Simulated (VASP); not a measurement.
Set up this calculation in VASP 6.6.1, as the native input.

| Quantity | Value |
| --- | --- |
| Task | single point |
| Functional | LDA |
| Potentials or basis | VASP PAW LDA potentials, release 64 (Si, C) |
| Cutoff | 600 eV |
| k mesh | 10 × 10 × 10 |
| Occupations | gaussian, width 0.02 eV |
| Spin | no spin polarisation |
| Dipole correction | no |
| Further INCAR settings | ALGO = Normal; EDIFF = 1e-06; NBANDS = 11 |

The structure of SiC (l) lies in POSCAR:

```
SiC
1.0
    0.0000000000      2.1644839164      2.1644839164
    2.1644839164      0.0000000000      2.1644839164
    2.1644839164      2.1644839164      0.0000000000
Si C
1 1
Direct
    0.0000000000      0.0000000000      0.0000000000
    0.2500000000      0.2500000000      0.2500000000
```

The input as run:

INCAR

```
PREC = Accurate
ENCUT = 600
EDIFF = 1E-6
ISMEAR = 0
SIGMA = 0.02
LREAL = False
LASPH = True
NELM = 120
ALGO = Normal
ISIF = 2
LWAVE = False
LCHARG = False
GGA = CA
NBANDS = 11
GGA_COMPAT = False
```

KPOINTS

```
regular mesh
0
Gamma
  10 10 10
```

Potentials or basis: VASP PAW LDA potentials, release 64 (Si, C).

Launch:

```console
$ cat potpaw_LDA.64/Si/POTCAR potpaw_LDA.64/C/POTCAR > POTCAR
$ mpirun -np 1 vasp_std > vasp.out
```

It gave:

```json
{
  "Pressure": "0.3 GPa",
  "Band gap on the k mesh": "1.29 eV, indirect (least direct gap 4.52 eV)"
}
```

Wall time 8.3 s on 1 thread of Intel Xeon 8259CL, with other jobs on the host, peak memory 0.13 GiB.
